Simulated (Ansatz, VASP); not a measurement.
BP: VASP beside Ansatz

The input INCAR:

```
  ALGO = Normal
  EDIFF = 1E-6
  ENCUT = 520
  GGA = PE
  ISIF = 2
  ISMEAR = 0
  LASPH = True
  LCHARG = False
  LREAL = False
  LWAVE = False
  NBANDS = 11
  NELM = 60
  PREC = Accurate
  SIGMA = 0.05
```

File KPOINTS:

```
k-points
0
Gamma
  10 10 10
```

The input POSCAR:

```
BP
1.0
    0.0000000000      2.4505200000      2.0874800000
    2.4505200000      0.0000000000      2.0874800000
    2.4505200000      2.4505200000      0.0000000000
B P
1 1
Direct
    0.0000000000      0.0000000000      0.0000000000
    0.7500000000      0.7500000000      0.7500000000
```

Input for Ansatz:

```yaml
crystal:
  lattice:
    - [0.0, 2.45052, 2.08748]
    - [2.45052, 0.0, 2.08748]
    - [2.45052, 2.45052, 0.0]
  atoms:
    - { symbol: B, position: [0.0, 0.0, 0.0] }
    - { symbol: P, position: [0.75, 0.75, 0.75] }
basis:
  ecutwfc: 420
kpoints:
  mp_grid: { grid: [10, 10, 10] }
hamiltonian:
  xc: pbe
scf:
  occupations: { method: gaussian, width: 0.05 }
output:
  forces: true
  stress: true
  eigenvalues: true
```

Change from the starting cell: strain +0.080 along x and y, -0.080 along z, atoms carried along.

Alike in both runs: task single point; functional PBE; k mesh 10 × 10 × 10; occupations gaussian, width 0.05 eV; no spin polarisation.

```csv
,VASP,Ansatz
version,VASP 6.6.1,Ansatz 0.2.0
potentials or method,"VASP PAW PBE potentials, release 64 (B, P), cutoff 520 eV","scalar-relativistic, plane waves, PAW"
valence electrons in the cell,8,8
```

```tsv
	VASP	Ansatz	Ansatz less VASP
gap on the k mesh at the Fermi level (eV)	none	none	-
pressure (GPa)	-9.7	-9.5	+0.18
traceless stress, the component that is largest in VASP (GPa)	20.69	20.68	-0.013
```

A gap of «none» marks a metal or a gap that the smearing closes.
